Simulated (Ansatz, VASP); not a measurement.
**Sn3GeTe4: VASP beside Ansatz**

File INCAR:

```
ALGO = Normal ; EDIFF = 1E-6
ENCUT = 520 ; GGA = PE
ISIF = 2 ; ISMEAR = 0
LASPH = T ; LCHARG = F
LREAL = F ; LWAVE = F
NBANDS = 50 ; NELM = 60
PREC = Accurate ; SIGMA = 0.1
```

File KPOINTS:

```
k-points
0
Gamma
  4 4 2
```

POSCAR

```
Sn3GeTe4
1.0
    4.5651975918      0.0000000000      0.0000000000
    0.0000000000      4.4382602219      0.0000000000
   -0.3220265251      0.0000000000     12.7424807773
Sn Ge Te
3 1 4
Direct
    0.0135047690      0.0000000000      0.9919016268
    0.5043226972      0.5000000000      0.7446860133
    0.5238848060      0.5000000000      0.2490735750
    0.0533896525      0.0000000000      0.4906168812
    0.9735359396      0.0000000000      0.7507844467
    0.4576259774      0.5000000000      0.5031680453
    0.9922581845      0.0000000000      0.2643187398
    0.4814779738      0.5000000000      0.0054506719
```

Input for Ansatz:

```yaml
crystal:
  lattice:
    - [4.5651975918, 0.0, 0.0]
    - [0.0, 4.4382602219, 0.0]
    - [-0.3220265251, 0.0, 12.7424807773]
  atoms:
    - { symbol: Sn, position: [0.013504769, 0.0, 0.9919016268] }
    - { symbol: Sn, position: [0.5043226972, 0.5, 0.7446860133] }
    - { symbol: Sn, position: [0.523884806, 0.5, 0.249073575] }
    - { symbol: Ge, position: [0.0533896525, 0.0, 0.4906168812] }
    - { symbol: Te, position: [0.9735359396, 0.0, 0.7507844467] }
    - { symbol: Te, position: [0.4576259774, 0.5, 0.5031680453] }
    - { symbol: Te, position: [0.9922581845, 0.0, 0.2643187398] }
    - { symbol: Te, position: [0.4814779738, 0.5, 0.0054506719] }
basis:
  ecutwfc: 420
kpoints:
  mp_grid: { grid: [4, 4, 2] }
hamiltonian:
  xc: pbe
scf:
  occupations: { method: gaussian, width: 0.1 }
  lower_state_search: "off"
output:
  forces: true
  stress: true
  eigenvalues: true
```

Change from the starting cell: the structure that the rattled cell fell into.

Alike in both runs: task single point; functional PBE; k mesh 4 × 4 × 2; occupations gaussian, width 0.1 eV; no spin polarisation.

|  | VASP | Ansatz |
| --- | --- | --- |
| version | VASP 6.6.1 | Ansatz 0.2.0 |
| potentials or method | VASP PAW PBE potentials, release 64 (Sn_d, Ge_d, Te), cutoff 520 eV | scalar-relativistic, plane waves, PAW |
| valence electrons in the cell | 80 | 120 |

|  | VASP | Ansatz | Ansatz less VASP |
| --- | --- | --- | --- |
| gap on the k mesh at the Fermi level (eV) | 0.19 | 0.19 | -0.002 |
| least direct gap on the mesh (eV) | 0.19 | 0.19 | -0.002 |
| pressure (GPa) | -0.1 | -0.1 | +0.04 |
| traceless stress, the component that is largest in VASP (GPa) | 0.19 | 0.19 | -0.001 |
| rms of the force components (eV/Å) | 0.024 | 0.027 | +0.0029 |

Atom by atom the forces differ by 0.004 eV/Å (rms over components). VASP's potentials hold 80 valence electrons a cell and Ansatz's 120, so a difference there can come from the potentials and not from the codes.

Neither program's run includes spin-orbit coupling.
